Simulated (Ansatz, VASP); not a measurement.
**Rh in VASP and in Ansatz**

The input POSCAR:

```
Rh
1.0
    2.6869369048      0.0000000000      0.0000000000
   -1.3434684524      2.3269556180      0.0000000000
    0.0000000000      0.0000000000     25.9693739798
Rh
6
Direct
    0.6666666667      0.3333333333      0.2888017249
    0.3333333333      0.6666666667      0.3732810349
    0.0000000000      0.0000000000      0.4577603450
    0.6666666667      0.3333333333      0.5422396550
    0.3333333333      0.6666666667      0.6267189651
    0.0000000000      0.0000000000      0.7111982751
```

The input INCAR.step1:

```
ALGO = Normal ; DIPOL = 0.5 0.5 0.500
EDIFF = 1E-4 ; ENCUT = 520
GGA = PE ; IDIPOL = 3
ISMEAR = 0 ; LASPH = True
LCHARG = False ; LDAU = True
LDAUJ = 0 ; LDAUL = 2
LDAUTYPE = 2 ; LDAUU = 8
LDIPOL = True ; LMAXMIX = 4
LREAL = False ; LWAVE = True
NBANDS = 54 ; NELM = 150
PREC = Accurate ; SIGMA = 0.1
```

File INCAR.step2:

```
ALGO = Normal ; DIPOL = 0.5 0.5 0.500
EDIFF = 1E-6 ; ENCUT = 520
IDIPOL = 3 ; ISIF = 2
ISMEAR = 0 ; ISTART = 1
LASPH = True ; LCHARG = False
LDAU = True ; LDAUJ = 0
LDAUL = 2 ; LDAUPRINT = 1
LDAUTYPE = 2 ; LDAUU = 8
LDIPOL = True ; LMAXMIX = 4
LMIXTAU = True ; LREAL = False
LWAVE = False ; METAGGA = R2SCAN
NBANDS = 54 ; NELM = 150
PREC = Accurate ; SIGMA = 0.1
```

KPOINTS

```
k-points
0
Gamma
  15 15 1
```

Input for Ansatz:

```yaml
crystal:
  lattice:
    - [2.6869369048, 0.0, 0.0]
    - [-1.3434684524, 2.326955618, 0.0]
    - [0.0, 0.0, 25.9693739798]
  atoms:
    - { symbol: Rh, position: [0.6666666667, 0.3333333333, 0.2888017249] }
    - { symbol: Rh, position: [0.3333333333, 0.6666666667, 0.3732810349] }
    - { symbol: Rh, position: [0.0, 0.0, 0.457760345] }
    - { symbol: Rh, position: [0.6666666667, 0.3333333333, 0.542239655] }
    - { symbol: Rh, position: [0.3333333333, 0.6666666667, 0.6267189651] }
    - { symbol: Rh, position: [0.0, 0.0, 0.7111982751] }
kpoints:
  mp_grid: { grid: [15, 15, 1] }
hamiltonian:
  xc: r2scan
  hubbard: { sites: [{ species: Rh, l: d, u_eff: 8.0 }], double_counting: fll }
scf:
  occupations: { method: gaussian, width: 0.1 }
  n_extra_bands: 32
output:
  forces: true
  eigenvalues: true
  stress: true
efield:
  axis: 3
  dipole_correction: true
  ramp_width: 0.04
accuracy: high
```

Alike in both runs: task single point; functional r2SCAN; k mesh 15 × 15 × 1; occupations gaussian, width 0.1 eV; no spin polarisation; Hubbard terms Rh d U = 8.0 eV.

|  | VASP | Ansatz |
| --- | --- | --- |
| version | VASP 6.6.1 | Ansatz 0.2.0 |
| potentials or method | VASP PAW PBE potentials, release 64 (Rh_pv) | scalar-relativistic, plane waves, PAW |
| plane-wave cutoff (eV) | 520 | 500 |
| valence electrons in the cell | 90 | 102 |

Ansatz gave:

```
gap on the k mesh at the Fermi level (eV) : none
rms of the force components (eV/Å)        : 0.449
```

Problem. Which values does VASP return?

Solution. gap on the k mesh at the Fermi level (eV): none; rms of the force components (eV/Å): 0.077.

VASP's potentials were made for PBE, not for r2SCAN. The programs project onto different local orbitals, so the same U acts differently, and such runs can settle in different states. Atom by atom the forces differ by 0.504 eV/Å (rms over components). A gap of «none» marks a metal or a gap that the smearing closes. VASP's potentials hold 90 valence electrons a cell and Ansatz's 102, so a difference there can come from the potentials and not from the codes. Ansatz's warnings: filled band counts differ across k points, stress scf threshold missed, vacuum density over bound.
